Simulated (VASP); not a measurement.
# SnH (I4/mmm) in VASP: a series of runs

SnH is run at these levels: PBE; tasks: single point, relaxation of cell and atoms.

Everything below comes from runs of VASP 6.6.1. Logs are shortened: lines on timing, memory, paths and dates and some standing lists are left out, and cuts for length are marked.

## 1. The cell of the first run

Symmetry: I4/mmm, No. 139, tetragonal system. The conventional cell has a = 3.563 Å, b = 3.563 Å, c = 4.906 Å, α = 90.00°, β = 90.00°, γ = 90.00°. Sn (site symmetry 4/mmm) has 6 H at 2.45 to 2.52 Å within 3.2 Å. Within 3.2 Å of H (site symmetry 4/mmm) lie 6 Sn at 2.45 to 2.52 Å.

## 2. Single point, PBE

INCAR reads:

```
SYSTEM = SnH
ALGO     = Fast           ! electronic algorithm
EDIFF    = 1E-6           ! SCF threshold, eV
ENCUT    = 520            ! plane-wave cutoff, eV
GGA      = PE             ! functional
ISIF     = 2              ! what is computed and relaxed
ISMEAR   = 0              ! smearing method
LASPH    = .True.         ! aspherical terms in the spheres
LCHARG   = .False.        ! write CHGCAR
LREAL    = .False.        ! projectors in reciprocal space
LWAVE    = .False.        ! write WAVECAR
NBANDS   = 14             ! bands
NELM     = 80             ! most SCF steps
PREC     = Accurate       ! precision mode
SIGMA    = 0.1            ! smearing width, eV
```

KPOINTS reads:

```
k-points
0
Gamma
  14 14 14
  0 0 0
```

POSCAR reads:

```
SnH
1.0
   -1.7815390617      1.7815871114      2.4527858062
    1.7815390617     -1.7815871114      2.4527858062
    1.7815390617      1.7815871114     -2.4527858062
Sn H
1 1
Direct
    0.0000000000      0.0000000000      0.0000000000
    0.5000000000      0.5000000000      0.0000000000
```

Potentials or basis: VASP PAW PBE potentials, release 64 (Sn_d, H).

On the command line:

```
cat potpaw_PBE.64/Sn_d/POTCAR potpaw_PBE.64/H/POTCAR > POTCAR
mpirun -np 1 vasp_std > vasp.out
```

OUTCAR:

```text
SYSTEM = SnH
   EDIFF = 1E-6
   ENCUT = 520
   GGA = PE
   ISIF = 2
   ISMEAR = 0
   LASPH = .True.
   LREAL = .False.
   NELM = 80
   PREC = Accurate

 ion  position               nearest neighbor table
   1  0.000  0.000  0.000-
   2  0.500  0.500  0.000-

  LATTYP: Found a body centered orthorhombic cell.
 ALAT       =     3.5630781234
 B/A-ratio  =     1.0000269709
 C/A-ratio  =     1.3767791338

  Lattice vectors:

 A1 = (  -1.7815390617,   1.7815871114,   2.4527858062)
 A2 = (   1.7815390617,  -1.7815871114,   2.4527858062)
 A3 = (   1.7815390617,   1.7815871114,  -2.4527858062)

Analysis of symmetry for initial positions (statically):
=====================================================================
 Subroutine PRICEL returns:
 Original cell was already a primitive cell.

 Routine SETGRP: Setting up the symmetry group for a
 body centered orthorhombic supercell.

 Subroutine GETGRP returns: Found  8 space group operations
 (whereof  8 operations were pure point group operations)
 out of a pool of  8 trial point group operations.

The static configuration has the point symmetry D_2h.

Analysis of symmetry for dynamics (positions and initial velocities):
=====================================================================
 Subroutine PRICEL returns:
 Original cell was already a primitive cell.

 Routine SETGRP: Setting up the symmetry group for a
 body centered orthorhombic supercell.

 Subroutine GETGRP returns: Found  8 space group operations
 (whereof  8 operations were pure point group operations)
 out of a pool of  8 trial point group operations.

The dynamic configuration has the point symmetry D_2h.

 Subroutine INISYM returns: Found  8 space group operations
 (whereof  8 operations are pure point group operations),
 and found     1 'primitive' translations

----------------------------------------------------------------------------------------

                                     Primitive cell

  volume of cell :      31.1402

  direct lattice vectors                    reciprocal lattice vectors
    -1.781539062  1.781587111  2.452785806     0.000000000  0.280648640  0.203849842
     1.781539062 -1.781587111  2.452785806     0.280656209  0.000000000  0.203849842
     1.781539062  1.781587111 -2.452785806     0.280656209  0.280648640  0.000000000

  length of vectors
     3.516261122  3.516261122  3.516261122     0.346869453  0.346875577  0.396902465

  position of ions in fractional coordinates (direct lattice)
     0.000000000  0.000000000  0.000000000
     0.500000000  0.500000000  0.000000000

  ion indices of the primitive-cell ions
   primitive index   ion index
                 1           1
                 2           2

----------------------------------------------------------------------------------------

 KPOINTS: k-points

Automatic generation of k-mesh.
 Grid dimensions read from file:
 generate k-points for:   14   14   14

 Generating k-lattice:

  Cartesian coordinates                     Fractional coordinates (reciprocal lattice)
     0.000000000  0.020046331  0.014560703     0.071428571  0.000000000  0.000000000
     0.020046872  0.000000000  0.014560703    -0.000000000  0.071428571  0.000000000
     0.020046872  0.020046331  0.000000000    -0.000000000  0.000000000  0.071428571

  Length of vectors
     0.024776389  0.024776827  0.028350176

  Shift w.r.t. Gamma in fractional coordinates (k-lattice)
     0.000000000  0.000000000  0.000000000

 Subroutine IBZKPT returns following result:
 ===========================================

 Found    428 irreducible k-points:

 Following reciprocal coordinates:
            Coordinates               Weight
  0.000000  0.000000  0.000000      1.000000
  0.071429  0.000000  0.000000      4.000000
  0.142857 -0.000000  0.000000      4.000000
  0.214286  0.000000  0.000000      4.000000
  0.285714 -0.000000  0.000000      4.000000
  0.357143 -0.000000  0.000000      4.000000
[... 16 lines left out ...]
  0.000000  0.142857  0.000000      4.000000
  0.071429  0.142857  0.000000      8.000000
 [... further k-points ...]
   k-points           NKPTS =    428   k-points in BZ     NKDIM =    428   number of bands    NBANDS=     14
   number of dos      NEDOS =    301   number of ions     NIONS =      2
   total plane-waves  NPLWV =  21952
   dimension x,y,z NGX =    28 NGY =   28 NGZ =   28
   dimension x,y,z NGXF=    56 NGYF=   56 NGZF=   56
   ions per type =               1   1
   NGX,Y,Z   is equivalent  to a cutoff of  13.24, 13.24, 13.24 a.u.
   NGXF,Y,Z  is equivalent  to a cutoff of  26.48, 26.48, 26.48 a.u.
 SYSTEM =  SnH
   PREC   = accura    normal or accurate (medium, high low for compatibility)
   ISTART =      0    job   : 0-new  1-cont  2-samecut
   ICHARG =      2    charge: 1-file 2-atom 10-const
   ISPIN  =      1    spin polarized calculation?
   LNONCOLLINEAR =      F non collinear calculations
   LSORBIT =      F    spin-orbit coupling
   LASPH  =      T    aspherical Exc in radial PAW
   ENCUT  =  520.0 eV  38.22 Ry    6.18 a.u.   6.54  6.54  6.54*2*pi/ulx,y,z
   NELM   =     80;   NELMIN=  2; NELMDL= -5     # of ELM steps
   EDIFF  = 0.1E-05   stopping-criterion for ELM
   LREAL  =      F    real-space projection
   EDIFFG = 0.1E-04   stopping-criterion for IOM
   NSW    =      0    number of steps for IOM
   IBRION =     -1    ionic relax: 0-MD 1-quasi-New 2-CG
   NFREE  =      0    steps in history (QN), initial steepest desc. (CG)
   ISIF   =      2    stress and relaxation
   ISYM   =      2    0-nonsym 1-usesym 2-fastsym
   POTIM  = 0.5000    time-step for ionic-motion
   TEBEG  =    0.0;   TEEND  =   0.0 temperature during run
   PSTRESS=    0.0 pullay stress
   NELECT =      15.0000    total number of electrons
   NUPDOWN=      -1.0000    fix difference up-down
   EMIN   =  10.00;   EMAX   =-10.00  energy-range for DOS
   EFERMI =   0.00;   METHOD = LEGACY
   ISMEAR =     0;   SIGMA  =   0.10  broadening in eV -4-tet -1-fermi 0-gaus
   EFERMI_NEDOS =   21; number of points for ismear=-14 and -15
   IALGO  =     68    algorithm
   IMIX   =      4    mixing-type and parameters
     AMIX     =   0.40;   BMIX     =  1.00
     AMIX_MAG =   1.60;   BMIX_MAG =  1.00
  volume/ion in A,a.u.               =      15.57       105.07
  Fermi-wavevector in a.u.,A,eV,Ry     =   1.283309  2.425102 22.407190  1.646882
  Thomas-Fermi vector in A             =   2.415569
   LORBIT       =      0    0 simple, 1 ext, 2 COOP (PROOUT), +10 PAW based schemes
   GGA     = PE    functional components
   LHFCALC =     F    Hartree Fock is set to
   AEXX    =    0.0000 exact exchange contribution
   IVDW    =     0    specifies the selected vdW correction
   LEPSILON=     F    determine dielectric tensor
   LRPA    =     F    only Hartree local field effects (RPA)
 non-spin polarized calculation
 RMM-DIIS sequential band-by-band and
 Gauss-broadening in eV      SIGMA  =   0.10
  energy-cutoff  :      520.00
  volume of cell :       31.14
 maximum number of plane-waves:       869
 NGX is ok and might be reduce to    28
   NGX = 13   NGY = 13   NGZ = 13

 number of electron      15.0000007 magnetization

 Free energy of the ion-electron system (eV)
  ---------------------------------------------------
  ext. energy  EPLUGINS =         0.00000000
  ---------------------------------------------------
  free energy    TOTEN  =        -6.17424286 eV

  energy without entropy =       -6.17199766  energy(sigma->0) =       -6.17312026

 E-fermi :   7.3160     XC(G=0): -10.2994

 val. band max:        7.2982694834   @ k =   0.5000  -0.2857   0.1429
 cond. band min:       7.3323698107   @ k =  -0.2143  -0.2143   0.2143
 fundamental gap:      0.0341003273
 Fermi energy:         7.3160038814

 k-point     1 :       0.0000    0.0000    0.0000
  band No.  band energies     occupation
      1     -14.3745      2.00000
      2     -14.3745      2.00000
      3     -14.3622      2.00000
      4     -14.3210      2.00000
      5     -14.3091      2.00000
      6      -4.1731      2.00000
      7       9.7554      0.00000
      8      13.1635      0.00000
      9      13.3022      0.00000
     10      13.3027      0.00000
     11      17.4522      0.00000
     12      17.8106      0.00000
     13      17.8112      0.00000
     14      17.9472      0.00000

 k-point     2 :       0.0714    0.0000    0.0000
  band No.  band energies     occupation
      1     -14.3732      2.00000
      2     -14.3716      2.00000
      3     -14.3605      2.00000
      4     -14.3209      2.00000
      5     -14.3094      2.00000
      6      -4.0781      2.00000
      7       9.3498      0.00000
      8      12.9446      0.00000
      9      13.1270      0.00000
     10      13.1761      0.00000
     11      16.7606      0.00000
     12      18.0574      0.00000
     13      18.1247      0.00000
     14      19.3372      0.00000

 k-point     3 :       0.1429   -0.0000    0.0000
  band No.  band energies     occupation
      1     -14.3706      2.00000
      2     -14.3652      2.00000
      3     -14.3557      2.00000
      4     -14.3188      2.00000
      5     -14.3095      2.00000
      6      -3.7929      2.00000
      7       8.2374      0.00000
      8      12.3210      0.00000
      9      12.8731      0.00000
     10      12.9095      0.00000
     11      16.6494      0.00000
     12      18.4151      0.00000
     13      18.6559      0.00000
     14      19.1832      0.00000
[... 324 lines left out ...]
 k-point    23 :       0.0000    0.1429    0.0000
  band No.  band energies     occupation
      1     -14.3706      2.00000
      2     -14.3652      2.00000
      3     -14.3557      2.00000
      4     -14.3188      2.00000
      5     -14.3095      2.00000
      6      -3.7929      2.00000
      7       8.2376      0.00000
      8      12.3211      0.00000
      9      12.8726      0.00000
     10      12.9096      0.00000
     11      16.6492      0.00000
     12      18.4147      0.00000
     13      18.6558      0.00000
     14      19.1902      0.00000

 k-point    24 :       0.0714    0.1429    0.0000
  band No.  band energies     occupation
      1     -14.3701      2.00000
      2     -14.3589      2.00000
      3     -14.3534      2.00000
      4     -14.3183      2.00000
      5     -14.3074      2.00000
      6      -3.5658      2.00000
      7       7.6162      0.00002
      8      11.2669      0.00000
      9      12.6295      0.00000
     10      13.3867      0.00000
     11      16.6671      0.00000
     12      17.8674      0.00000
     13      18.4766      0.00000
     14      18.7979      0.00000

 [... further k-points ...]

------------------------ aborting loop because EDIFF is reached ----------------------------------------

  FORCE on cell =-STRESS in cart. coord.  units (eV):
  Direction    XX          YY          ZZ          XY          YZ          ZX
  --------------------------------------------------------------------------------------
  -------------------------------------------------------------------------------------
  Total       -0.0143454     -0.0145111      0.0153320     -0.0000000      0.0000000      0.0000000
  in kB       -0.7380784     -0.7466022      0.7888379     -0.0000000      0.0000000      0.0000000
  external PRESSURE =      -0.2319476 kB  Pullay stress =       0.0000000 kB

 VOLUME and BASIS-vectors are now :
 -----------------------------------------------------------------------------
  energy-cutoff  :      520.00
  volume of cell :       31.14
      direct lattice vectors                 reciprocal lattice vectors
    -1.781539062  1.781587111  2.452785806     0.000000000  0.280648640  0.203849842
     1.781539062 -1.781587111  2.452785806     0.280656209  0.000000000  0.203849842
     1.781539062  1.781587111 -2.452785806     0.280656209  0.280648640  0.000000000

 POSITION                                       TOTAL-FORCE (eV/Angst)
 -----------------------------------------------------------------------------------
      0.00000      0.00000      0.00000         0.000000      0.000000     -0.000000
      0.00000      0.00000      2.45279        -0.000000      0.000000      0.000000
 -----------------------------------------------------------------------------------
    total drift:                                0.000000     -0.000000     -0.000000

  FREE ENERGIE OF THE ION-ELECTRON SYSTEM (eV)
  ---------------------------------------------------
  free  energy   TOTEN  =        -6.1742428643 eV

  energy  without entropy=       -6.1719976629  energy(sigma->0) =       -6.17312026
```

It took 6.9 min on 1 thread of Intel Xeon 8259CL, shared host; peak memory 0.28 GiB.

Results:

* Free energy: -6.1742 eV
* Pressure: 0.0 GPa
* Band gap on the k mesh: zero (an odd number of electrons rules out a gap without spin polarisation)

Levels at points of the mesh, in eV from the Fermi level:
```
           k point  band 4  band 5  band 6  band 7  band 8  band 9  band 10  band 11
(0.00, 0.00, 0.00)  -21.64  -21.63  -11.49    2.44    5.85    5.99     5.99    10.14
(0.50, 0.00, 0.00)  -21.59  -21.58   -7.05   -6.62    3.41    4.45     4.90     8.43
(0.00, 0.50, 0.00)  -21.59  -21.58   -7.05   -6.62    3.41    4.45     4.90     8.43
(0.50, 0.50, 0.00)  -21.58  -21.57   -6.42   -3.74   -1.21    1.20     1.41     5.25
(0.50, 0.50, 0.50)  -21.57  -21.57   -5.96   -3.55   -1.65    1.01     1.01     5.01
```

Caveat: spin-orbit coupling is left out, which moves the levels of the heavy elements.

## 3. Relaxation of cell and atoms, PBE

INCAR reads:

```
PREC = Accurate
ENCUT = 600
EDIFF = 1E-7
ISMEAR = 0
SIGMA = 0.1
LREAL = F
LASPH = T
NELM = 60
ALGO = Fast
ISIF = 3
LWAVE = F
LCHARG = F
GGA = PE
IBRION = 2
NSW = 80
EDIFFG = -0.025
```

KPOINTS reads:

```
Automatic mesh
0
Gamma
  14 14 14
```

POSCAR is that of step 2.

Potentials or basis: VASP PAW PBE potentials, release 64 (Sn_d, H).

On the command line:

```
cat potpaw_PBE.64/Sn_d/POTCAR potpaw_PBE.64/H/POTCAR > POTCAR
mpirun -np 1 vasp_std > vasp.out
```

OUTCAR:

```text
PREC = Accurate
   ENCUT = 600
   EDIFF = 1E-7
   ISMEAR = 0
   LREAL = F
   LASPH = T
   NELM = 60
   ISIF = 3
   GGA = PE
   IBRION = 2
   NSW = 80
   EDIFFG = -0.025

 ion  position               nearest neighbor table
   1  0.000  0.000  0.000-
   2  0.500  0.500  0.000-

  LATTYP: Found a body centered orthorhombic cell.
 ALAT       =     3.5630781234
 B/A-ratio  =     1.0000269709
 C/A-ratio  =     1.3767791338

  Lattice vectors:

 A1 = (  -1.7815390617,   1.7815871114,   2.4527858062)
 A2 = (   1.7815390617,  -1.7815871114,   2.4527858062)
 A3 = (   1.7815390617,   1.7815871114,  -2.4527858062)

Analysis of symmetry for initial positions (statically):
=====================================================================
 Subroutine PRICEL returns:
 Original cell was already a primitive cell.

 Routine SETGRP: Setting up the symmetry group for a
 body centered orthorhombic supercell.

 Subroutine GETGRP returns: Found  8 space group operations
 (whereof  8 operations were pure point group operations)
[... 175 lines left out ...]
      1     -14.3744      2.00000
      2     -14.3744      2.00000
      3     -14.3622      2.00000
      4     -14.3209      2.00000
      5     -14.3090      2.00000
      6      -4.1732      2.00000
      7       9.7550      0.00000
      8      13.1634      0.00000
      9      13.3021      0.00000
     10      13.3026      0.00000
     11      17.4819      0.00000
[... 309 lines left out ...]
 k-point    24 :       0.0714    0.1429    0.0000
  band No.  band energies     occupation
      1     -14.3701      2.00000
      2     -14.3589      2.00000
      3     -14.3533      2.00000
      4     -14.3183      2.00000
      5     -14.3073      2.00000
      6      -3.5659      2.00000
      7       7.6159      0.00002
      8      11.2667      0.00000
      9      12.6293      0.00000
     10      13.3872      0.00000
     11      16.6679      0.00000

 [... further k-points ...]

------------------------ aborting loop because EDIFF is reached ----------------------------------------

  FORCE on cell =-STRESS in cart. coord.  units (eV):
  Direction    XX          YY          ZZ          XY          YZ          ZX
  --------------------------------------------------------------------------------------
  -------------------------------------------------------------------------------------
  Total       -0.0075368     -0.0077125      0.0223009     -0.0000000      0.0000000      0.0000000
  in kB       -0.3877694     -0.3968096      1.1473912     -0.0000000      0.0000000      0.0000000
  external PRESSURE =       0.1209374 kB  Pullay stress =       0.0000000 kB

 VOLUME and BASIS-vectors are now :
 -----------------------------------------------------------------------------
  energy-cutoff  :      600.00
  volume of cell :       31.14
      direct lattice vectors                 reciprocal lattice vectors
    -1.781539062  1.781587111  2.452785806     0.000000000  0.280648640  0.203849842
     1.781539062 -1.781587111  2.452785806     0.280656209  0.000000000  0.203849842
     1.781539062  1.781587111 -2.452785806     0.280656209  0.280648640  0.000000000

 POSITION                                       TOTAL-FORCE (eV/Angst)
 -----------------------------------------------------------------------------------
      0.00000      0.00000      0.00000         0.000000      0.000000     -0.000000
      0.00000      0.00000      2.45279        -0.000000     -0.000000      0.000000
 -----------------------------------------------------------------------------------
    total drift:                                0.000000     -0.000000     -0.000000

  FREE ENERGIE OF THE ION-ELECTRON SYSTEM (eV)
  ---------------------------------------------------
  free  energy   TOTEN  =        -6.1745385828 eV

  energy  without entropy=       -6.1722934874  energy(sigma->0) =       -6.17341604

 reached required accuracy - stopping structural energy minimisation
```

It took 6 min on 1 thread of Intel Xeon 8259CL, shared host; peak memory 0.29 GiB.

Results:

- Free energy: -6.1745 eV
- Pressure after relaxing: 0.0 GPa
- Band gap on the k mesh: zero (an odd number of electrons rules out a gap without spin polarisation)

Final structure:
```
Sn H
1.0
    -1.78154    1.78159    2.45279
     1.78154   -1.78159    2.45279
     1.78154    1.78159   -2.45279
Sn H
1 1
Direct
  0.00000 0.00000 0.00000
  0.50000 0.50000 0.00000
```

Caveat: spin-orbit coupling is left out, which moves the levels of the heavy elements.

The gap in the log of VASP goes by the Fermi energy; the results here count the filled bands.